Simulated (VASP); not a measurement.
Wanted: the native input for a VASP 6.6.1 run.

```yaml
Task: single point
Functional: PBEsol
Potentials_or_basis: VASP PAW PBE potentials, release 64 (Si, C)
Cutoff: 520 eV
k_mesh: 12 × 12 × 4
Occupations: gaussian, width 0.01 eV
Spin: no spin polarisation
Dipole_correction: no
Further_INCAR_settings: ALGO = Normal; EDIFF = 1e-06; NBANDS = 16
```

The structure of SiC (Moissanite) lies in POSCAR:

```
SiC
1.0
    3.0760000000      0.0000000000      0.0000000000
   -1.5380000000      2.6638900000      0.0000000000
    0.0000000000      0.0000000000      5.0480000000
Si C
2 2
Direct
    0.3333333333      0.6666666667      0.0000000000
    0.6666666667      0.3333333333      0.5000000000
    0.3333333333      0.6666666667      0.3850000000
    0.6666666667      0.3333333333      0.8850000000
```

These files were run (other wordings do the same):

INCAR

```
PREC = Accurate ; ENCUT = 520
EDIFF = 1E-6 ; ISMEAR = 0
SIGMA = 0.01 ; LREAL = F
LASPH = T ; NELM = 100
ALGO = Normal ; ISIF = 2
LWAVE = F ; LCHARG = T
GGA = PS ; LELF = T
LVHAR = T ; NBANDS = 16
```

KPOINTS

```
regular mesh
0
Gamma
  12 12 4
```

Potentials or basis: VASP PAW PBE potentials, release 64 (Si, C).

Command:

```console
$ cat potpaw_PBE.64/Si/POTCAR potpaw_PBE.64/C/POTCAR > POTCAR
$ mpirun -np 1 vasp_std > vasp.out
```

Results of the run:

The pressure is 0.6 GPa and the largest force is 0.750 eV/Å. The band gap on the k mesh is 2.16 eV, indirect (least direct gap 3.96 eV).

Caveat: the PAW data sets were made with another functional, which shifts forces and pressure a little.

Run time: 47 s on 1 thread of Intel Xeon 6975P-C, with other jobs on the host, peak memory 0.17 GiB.
